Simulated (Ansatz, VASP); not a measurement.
**MoS2: VASP beside Ansatz**

```xyz
6
Lattice="3.1414 0.0000 0.0000 -1.5707 2.7205 0.0000 0.0000 0.0000 12.8368" Properties=species:S:1:pos:R:3 pbc="T T T"
Mo    1.5707    0.9068    3.2092
Mo    0.0000    1.8137    9.6276
S     1.5707    0.9068    8.0681
S     0.0000    1.8137    4.7687
S     1.5707    0.9068   11.1871
S     0.0000    1.8137    1.6497
```

Change from the starting cell: strain along c alone, the other axes held, atoms relaxed: +2.0 %.

Alike in both runs: functional PBEsol; k mesh 12 × 12 × 2; occupations gaussian, width 0.02 eV; no spin polarisation.

Ansatz relaxed the structure, and its values are those at the end. VASP's run is a single point on that final structure, the one shown.

```csv
,VASP,Ansatz
version,VASP 6.6.1,Ansatz 0.2.0
potentials or method,"VASP PAW PBE potentials, release 64 (Mo_sv, S), cutoff 520 eV","scalar-relativistic, plane waves, PAW"
valence electrons in the cell,52,52
```

Ansatz gave:

| Quantity | Value |
| --- | --- |
| gap on the k mesh at the Fermi level (eV) | 1.09 |
| least direct gap on the mesh (eV) | 1.75 |
| pressure (GPa) | -0.1 |

Estimate VASP's values.

gap on the k mesh at the Fermi level (eV): 1.10; least direct gap on the mesh (eV): 1.76; pressure (GPa): -0.2.

VASP's potentials were made for PBE, not for PBEsol. Ansatz's warnings: stress scf threshold loose.
